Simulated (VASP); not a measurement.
Write the native input for VASP 6.6.1 that does the following.

```yaml
Task: single point
Functional: PBEsol
Potentials_or_basis: VASP PAW PBE potentials, release 64 (Sn_d, Se)
Cutoff: 520 eV
k_mesh: 7 × 7 × 4
Occupations: gaussian, width 0.01 eV
Spin: no spin polarisation
Dipole_correction: no
Further_INCAR_settings: ALGO = Normal; EDIFF = 1e-06; NBANDS = 20
```

The structure of SnSe2 lies in POSCAR:

```
SnSe2
1.0
    3.5267314213      0.0000000000      0.0000000000
   -1.7633657106      3.0542390031      0.0000000000
    0.0000000000      0.0000000000      5.1428545082
Sn Se
1 2
Direct
    0.0000000000      0.0000000000      0.0000000000
    0.3333333333      0.6666666667      0.3086099948
    0.6666666667      0.3333333333      0.6913900052
```

The input as run:

INCAR

```
SYSTEM = SnSe2
PREC     = Accurate       ! precision mode
ENCUT    = 520            ! plane-wave cutoff, eV
EDIFF    = 1E-6           ! SCF threshold, eV
ISMEAR   = 0              ! smearing method
SIGMA    = 0.01           ! smearing width, eV
LREAL    = .False.        ! projectors in reciprocal space
LASPH    = .True.         ! aspherical terms in the spheres
NELM     = 60             ! most SCF steps
ALGO     = Normal         ! electronic algorithm
ISIF     = 2              ! what is computed and relaxed
LWAVE    = .False.        ! write WAVECAR
LCHARG   = .False.        ! write CHGCAR
GGA      = PS             ! functional
NBANDS   = 20             ! bands
```

KPOINTS

```
regular mesh
0
Gamma
  7 7 4
  0 0 0
```

Potentials or basis: VASP PAW PBE potentials, release 64 (Sn_d, Se).

Command:

```console
$ cat potpaw_PBE.64/Sn_d/POTCAR potpaw_PBE.64/Se/POTCAR > POTCAR
$ mpirun -np 1 vasp_std > vasp.out
```

It gave:

```json
{
 "Pressure": "30.4 GPa",
 "Largest force": "0.031 eV/Å",
 "Band gap on the k mesh": "zero (band 13 reaches 9.39 eV, above the bottom of band 14 at 8.07 eV)"
}
```

Caveat: the PAW data sets were made with another functional, which shifts forces and pressure a little; spin-orbit coupling is left out, which moves the levels of the heavy elements.

Run time: 17 s on 1 thread of Intel(R) Xeon(R) 6975P-C (Granite Rapids), on a shared host, peak memory 0.19 GiB.
